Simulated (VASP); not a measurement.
# ZrZn4N (F-43m) in VASP: a series of runs

The runs below take ZrZn4N through single point, with PBE.

All numbers are computed with VASP 6.6.1; they aren't measurements. Logs are shortened: lines on timing, memory, paths and dates and some standing lists are left out, and cuts for length are marked.

## 1. The cell of the first run

The structure is cubic, space group F-43m (No. 216). The conventional cell has a = 7.378 Å, b = 7.378 Å, c = 7.378 Å, α = 90.00°, β = 90.00°, γ = 90.00°. Zr (site symmetry -43m) has 12 Zn at 3.02 Å and 6 N at 3.69 Å within 4.0 Å. Zn (site symmetry 3m) has 3 Zn at 1.97 Å and 1 N at 1.99 Å within 2.6 Å. N (site symmetry -43m) has 4 Zn at 1.99 Å within 2.6 Å.

The cell was built from a structure type or drawn by symmetry, and may not be a known phase.

## 2. Single point, PBE

The input, INCAR:

```
SYSTEM = ZrZn4N
  ALGO = Normal
  EDIFF = 1E-6
  ENCUT = 520
  GGA = PE
  ISIF = 2
  ISMEAR = 0
  LASPH = .True.
  LCHARG = .False.
  LREAL = .False.
  LWAVE = .False.
  NBANDS = 42
  NELM = 60
  PREC = Accurate
  SIGMA = 0.1
```

The input, KPOINTS:

```
k-points
0
Gamma
  4 4 4
  0 0 0
```

The input, POSCAR:

```
ZrZn4N
1.0
    0.0000000000      3.6888760600      3.6888760600
    3.6888760600      0.0000000000      3.6888760600
    3.6888760600      3.6888760600      0.0000000000
Zr Zn N
1 4 1
Direct
    0.5000000000      0.5000000000      0.5000000000
    0.1555672300      0.1555672300      0.1555672300
    0.1555672300      0.1555672300      0.5332983200
    0.1555672300      0.5332983200      0.1555672300
    0.5332983200      0.1555672300      0.1555672300
    0.0000000000      0.0000000000      0.0000000000
```

Potentials or basis: VASP PAW PBE potentials, release 64 (Zr_sv, Zn, N).

Run with:

```console
$ cat potpaw_PBE.64/Zr_sv/POTCAR potpaw_PBE.64/Zn/POTCAR potpaw_PBE.64/N/POTCAR > POTCAR
$ mpirun -np 1 vasp_std > vasp.out
```

OUTCAR:

```text
SYSTEM = ZrZn4N
   EDIFF = 1E-6
   ENCUT = 520
   GGA = PE
   ISIF = 2
   ISMEAR = 0
   LASPH = .True.
   LREAL = .False.
   NELM = 60
   PREC = Accurate

 ion  position               nearest neighbor table
   1  0.500  0.500  0.500-   3 3.02   4 3.02   5 3.02   2 3.02   2 3.02   2 3.02   4 3.02   4 3.02
                             5 3.02   3 3.02   3 3.02   5 3.02
   2  0.156  0.156  0.156-   3 1.97   4 1.97   5 1.97   6 1.99   1 3.02   1 3.02   1 3.02
   3  0.156  0.156  0.533-   2 1.97   4 1.97   5 1.97   6 1.99   1 3.02   1 3.02   1 3.02
   4  0.156  0.533  0.156-   2 1.97   3 1.97   5 1.97   6 1.99   1 3.02   1 3.02   1 3.02
   5  0.533  0.156  0.156-   2 1.97   3 1.97   4 1.97   6 1.99   1 3.02   1 3.02   1 3.02
   6  0.000  0.000  0.000-   3 1.99   4 1.99   5 1.99   2 1.99

  LATTYP: Found a face centered cubic cell.
 ALAT       =     7.3777521200

  Lattice vectors:

 A1 = (   0.0000000000,   3.6888760600,   3.6888760600)
 A2 = (   3.6888760600,   0.0000000000,   3.6888760600)
 A3 = (   3.6888760600,   3.6888760600,   0.0000000000)

Analysis of symmetry for initial positions (statically):
=====================================================================
 Subroutine PRICEL returns:
 Original cell was already a primitive cell.

 Routine SETGRP: Setting up the symmetry group for a
 face centered cubic supercell.

 Subroutine GETGRP returns: Found 24 space group operations
 (whereof 24 operations were pure point group operations)
 out of a pool of 48 trial point group operations.

The static configuration has the point symmetry T_d .

Analysis of symmetry for dynamics (positions and initial velocities):
=====================================================================
 Subroutine PRICEL returns:
 Original cell was already a primitive cell.

 Routine SETGRP: Setting up the symmetry group for a
 face centered cubic supercell.

 Subroutine GETGRP returns: Found 24 space group operations
 (whereof 24 operations were pure point group operations)
 out of a pool of 48 trial point group operations.

The dynamic configuration has the point symmetry T_d .

 Subroutine INISYM returns: Found 24 space group operations
 (whereof 24 operations are pure point group operations),
 and found     1 'primitive' translations

----------------------------------------------------------------------------------------

                                     Primitive cell

  volume of cell :     100.3950

  direct lattice vectors                    reciprocal lattice vectors
     0.000000000  3.688876060  3.688876060    -0.135542640  0.135542640  0.135542640
     3.688876060  0.000000000  3.688876060     0.135542640 -0.135542640  0.135542640
     3.688876060  3.688876060  0.000000000     0.135542640  0.135542640 -0.135542640

  length of vectors
     5.216858554  5.216858554  5.216858554     0.234766739  0.234766739  0.234766739

  position of ions in fractional coordinates (direct lattice)
     0.500000000  0.500000000  0.500000000
     0.155567230  0.155567230  0.155567230
     0.155567230  0.155567230  0.533298320
     0.155567230  0.533298320  0.155567230
     0.533298320  0.155567230  0.155567230
     0.000000000  0.000000000  0.000000000

  ion indices of the primitive-cell ions
   primitive index   ion index
                 1           1
                 2           2
                 3           3
                 4           4
                 5           5
                 6           6

----------------------------------------------------------------------------------------

 KPOINTS: k-points

Automatic generation of k-mesh.
 Grid dimensions read from file:
 generate k-points for:    4    4    4

 Generating k-lattice:

  Cartesian coordinates                     Fractional coordinates (reciprocal lattice)
    -0.033885660  0.033885660  0.033885660     0.250000000  0.000000000  0.000000000
     0.033885660 -0.033885660  0.033885660     0.000000000  0.250000000  0.000000000
     0.033885660  0.033885660 -0.033885660     0.000000000  0.000000000  0.250000000

  Length of vectors
     0.058691685  0.058691685  0.058691685

  Shift w.r.t. Gamma in fractional coordinates (k-lattice)
     0.000000000  0.000000000  0.000000000

 Subroutine IBZKPT returns following result:
 ===========================================

 Found      8 irreducible k-points:

 Following reciprocal coordinates:
            Coordinates               Weight
  0.000000  0.000000  0.000000      1.000000
  0.250000  0.000000  0.000000      8.000000
  0.500000  0.000000  0.000000      4.000000
  0.250000  0.250000  0.000000      6.000000
  0.500000  0.250000  0.000000     24.000000
 -0.250000  0.250000  0.000000     12.000000
  0.500000  0.500000  0.000000      3.000000
 -0.250000  0.500000  0.250000      6.000000
   k-points           NKPTS =      8   k-points in BZ     NKDIM =      8   number of bands    NBANDS=     42
   number of dos      NEDOS =    301   number of ions     NIONS =      6
   total plane-waves  NPLWV =  64000
   dimension x,y,z NGX =    40 NGY =   40 NGZ =   40
   dimension x,y,z NGXF=    80 NGYF=   80 NGZF=   80
   ions per type =               1   4   1
   NGX,Y,Z   is equivalent  to a cutoff of  12.75, 12.75, 12.75 a.u.
   NGXF,Y,Z  is equivalent  to a cutoff of  25.49, 25.49, 25.49 a.u.
 SYSTEM =  ZrZn4N
   PREC   = accura    normal or accurate (medium, high low for compatibility)
   ISTART =      0    job   : 0-new  1-cont  2-samecut
   ICHARG =      2    charge: 1-file 2-atom 10-const
   ISPIN  =      1    spin polarized calculation?
   LNONCOLLINEAR =      F non collinear calculations
   LSORBIT =      F    spin-orbit coupling
   LASPH  =      T    aspherical Exc in radial PAW
   ENCUT  =  520.0 eV  38.22 Ry    6.18 a.u.   9.70  9.70  9.70*2*pi/ulx,y,z
   NELM   =     60;   NELMIN=  2; NELMDL= -5     # of ELM steps
   EDIFF  = 0.1E-05   stopping-criterion for ELM
   LREAL  =      F    real-space projection
   EDIFFG = 0.1E-04   stopping-criterion for IOM
   NSW    =      0    number of steps for IOM
   IBRION =     -1    ionic relax: 0-MD 1-quasi-New 2-CG
   NFREE  =      0    steps in history (QN), initial steepest desc. (CG)
   ISIF   =      2    stress and relaxation
   ISYM   =      2    0-nonsym 1-usesym 2-fastsym
   POTIM  = 0.5000    time-step for ionic-motion
   TEBEG  =    0.0;   TEEND  =   0.0 temperature during run
   PSTRESS=    0.0 pullay stress
   NELECT =      65.0000    total number of electrons
   NUPDOWN=      -1.0000    fix difference up-down
   EMIN   =  10.00;   EMAX   =-10.00  energy-range for DOS
   EFERMI =   0.00;   METHOD = LEGACY
   ISMEAR =     0;   SIGMA  =   0.10  broadening in eV -4-tet -1-fermi 0-gaus
   EFERMI_NEDOS =   21; number of points for ismear=-14 and -15
   IALGO  =     38    algorithm
   IMIX   =      4    mixing-type and parameters
     AMIX     =   0.40;   BMIX     =  1.00
     AMIX_MAG =   1.60;   BMIX_MAG =  1.00
  volume/ion in A,a.u.               =      16.73       112.92
  Fermi-wavevector in a.u.,A,eV,Ry     =   1.416256  2.676337 27.290324  2.005782
  Thomas-Fermi vector in A             =   2.537610
   LORBIT       =      0    0 simple, 1 ext, 2 COOP (PROOUT), +10 PAW based schemes
   GGA     = PE    functional components
   LHFCALC =     F    Hartree Fock is set to
   AEXX    =    0.0000 exact exchange contribution
   IVDW    =     0    specifies the selected vdW correction
   LEPSILON=     F    determine dielectric tensor
   LRPA    =     F    only Hartree local field effects (RPA)
 non-spin polarized calculation
 Gauss-broadening in eV      SIGMA  =   0.10
  energy-cutoff  :      520.00
  volume of cell :      100.40
 maximum number of plane-waves:      2733
 NGX is ok and might be reduce to    40
   NGX = 19   NGY = 19   NGZ = 19

 number of electron      65.0000022 magnetization

 Free energy of the ion-electron system (eV)
  ---------------------------------------------------
  ext. energy  EPLUGINS =         0.00000000
  ---------------------------------------------------
  free energy    TOTEN  =       -11.37791748 eV

  energy without entropy =      -11.35724354  energy(sigma->0) =      -11.36758051

 E-fermi :   3.9607     XC(G=0): -10.4696

 val. band max:        3.9262417581   @ k =   0.5000   0.5000   0.0000
 cond. band min:       4.0158352676   @ k =   0.5000   0.5000   0.0000
 fundamental gap:      0.0895935095
 Fermi energy:         3.9606694776

 k-point     1 :       0.0000    0.0000    0.0000
  band No.  band energies     occupation
      1     -45.6414      2.00000
      2     -23.6642      2.00000
      3     -23.6642      2.00000
      4     -23.6642      2.00000
      5     -11.0790      2.00000
      6      -6.7828      2.00000
[... 34 lines left out ...]
     41       9.3057      0.00000
     42      10.3273      0.00000

 k-point     2 :       0.2500    0.0000    0.0000
  band No.  band energies     occupation
      1     -45.6414      2.00000
      2     -23.6672      2.00000
      3     -23.6645      2.00000
      4     -23.6645      2.00000
      5     -10.9274      2.00000
      6      -7.2333      2.00000
[... 34 lines left out ...]
     41       9.8693      0.00000
     42      10.9247      0.00000

 k-point     3 :       0.5000    0.0000    0.0000
  band No.  band energies     occupation
      1     -45.6413      2.00000
      2     -23.6701      2.00000
      3     -23.6648      2.00000
      4     -23.6648      2.00000
      5     -10.7523      2.00000
      6      -7.6318      2.00000
[... 34 lines left out ...]
     41      10.0386      0.00000
     42      10.4049      0.00000

 k-point     4 :       0.2500    0.2500    0.0000
  band No.  band energies     occupation
      1     -45.6413      2.00000
      2     -23.6670      2.00000
      3     -23.6651      2.00000
      4     -23.6651      2.00000
      5     -10.8756      2.00000
      6      -7.3743      2.00000
[... 34 lines left out ...]
     41      10.4744      0.00000
     42      10.6063      0.00000

 k-point     5 :       0.5000    0.2500    0.0000
  band No.  band energies     occupation
      1     -45.6413      2.00000
      2     -23.6692      2.00000
      3     -23.6662      2.00000
      4     -23.6654      2.00000
      5     -10.6954      2.00000
      6      -7.7663      2.00000
[... 34 lines left out ...]
     41      10.4693      0.00000
     42      11.3984      0.00000

 k-point     6 :      -0.2500    0.2500    0.0000
  band No.  band energies     occupation
      1     -45.6413      2.00000
      2     -23.6685      2.00000
      3     -23.6663      2.00000
      4     -23.6648      2.00000
      5     -10.7565      2.00000
      6      -7.6346      2.00000
[... 34 lines left out ...]
     41      10.1384      0.00000
     42      11.0266      0.00000

 k-point     7 :       0.5000    0.5000    0.0000
  band No.  band energies     occupation
      1     -45.6412      2.00000
      2     -23.6698      2.00000
      3     -23.6661      2.00000
      4     -23.6661      2.00000
      5     -10.6341      2.00000
      6      -7.8984      2.00000
[... 34 lines left out ...]
     41      11.7073      0.00000
     42      11.8824      0.00000

 k-point     8 :      -0.2500    0.5000    0.2500
  band No.  band energies     occupation
      1     -45.6412      2.00000
      2     -23.6688      2.00000
      3     -23.6670      2.00000
      4     -23.6661      2.00000
      5     -10.6305      2.00000
      6      -7.8972      2.00000
[... 34 lines left out ...]
     41      10.6256      0.00000
     42      10.9253      0.00000

------------------------ aborting loop because EDIFF is reached ----------------------------------------

  FORCE on cell =-STRESS in cart. coord.  units (eV):
  Direction    XX          YY          ZZ          XY          YZ          ZX
  --------------------------------------------------------------------------------------
  -------------------------------------------------------------------------------------
  Total       25.5204774     25.5204774     25.5204774      0.0000000     -0.0000000      0.0000000
  in kB      407.2744721    407.2744721    407.2744721      0.0000000     -0.0000000      0.0000000
  external PRESSURE =     407.2744721 kB  Pullay stress =       0.0000000 kB

 VOLUME and BASIS-vectors are now :
 -----------------------------------------------------------------------------
  energy-cutoff  :      520.00
  volume of cell :      100.40
      direct lattice vectors                 reciprocal lattice vectors
     0.000000000  3.688876060  3.688876060    -0.135542640  0.135542640  0.135542640
     3.688876060  0.000000000  3.688876060     0.135542640 -0.135542640  0.135542640
     3.688876060  3.688876060  0.000000000     0.135542640  0.135542640 -0.135542640

 POSITION                                       TOTAL-FORCE (eV/Angst)
 -----------------------------------------------------------------------------------
      3.68888      3.68888      3.68888        -0.000000     -0.000000     -0.000000
      1.14774      1.14774      1.14774        -9.207553     -9.207553     -9.207553
      2.54114      2.54114      1.14774         9.207553      9.207553     -9.207553
      2.54114      1.14774      2.54114         9.207553     -9.207553      9.207553
      1.14774      2.54114      2.54114        -9.207553      9.207553      9.207553
      0.00000      0.00000      0.00000        -0.000000     -0.000000     -0.000000
 -----------------------------------------------------------------------------------
    total drift:                               -0.000019     -0.000019     -0.000020

  FREE ENERGIE OF THE ION-ELECTRON SYSTEM (eV)
  ---------------------------------------------------
  free  energy   TOTEN  =       -11.3779174762 eV

  energy  without entropy=      -11.3572435379  energy(sigma->0) =      -11.36758051
```

Wall time 23 s (1 thread of Intel Xeon 6975P-C (Granite Rapids), shared host); peak memory 0.24 GiB.

Results:

| Item | Value |
| --- | --- |
| Free energy | -11.3779 eV |
| Pressure | 40.7 GPa |
| Largest force | 15.948 eV/Å |
| Band gap on the k mesh | zero (an odd number of electrons rules out a gap without spin polarisation) |

Forces on the atoms (eV/Å):
```
Zr   0.000  0.000  0.000
Zn  -9.208 -9.208 -9.208
Zn   9.208  9.208 -9.208
Zn   9.208 -9.208  9.208
Zn  -9.208  9.208  9.208
N    0.000  0.000  0.000
```

Levels at points of the mesh, in eV from the Fermi level:
| k point | band 30 | band 31 | band 32 | band 33 | band 34 | band 35 |
| --- | --- | --- | --- | --- | --- | --- |
| (0.00, 0.00, 0.00) | -2.20 | -2.20 | -2.20 | -0.69 | -0.69 | 1.09 |
| (0.50, 0.00, 0.00) | -1.16 | -1.16 | -0.75 | 0.67 | 0.67 | 0.67 |
| (0.50, 0.50, 0.00) | -3.16 | -0.22 | -0.03 | -0.03 | 0.06 | 0.53 |

Caveat: the k points lie up to 0.37 Å⁻¹ apart, too coarse for converged energies and pressures of a metal; forces of over 1 eV/Å act on the atoms, so gaps and moduli don't describe the material at rest.

[end of part 1 of 2]
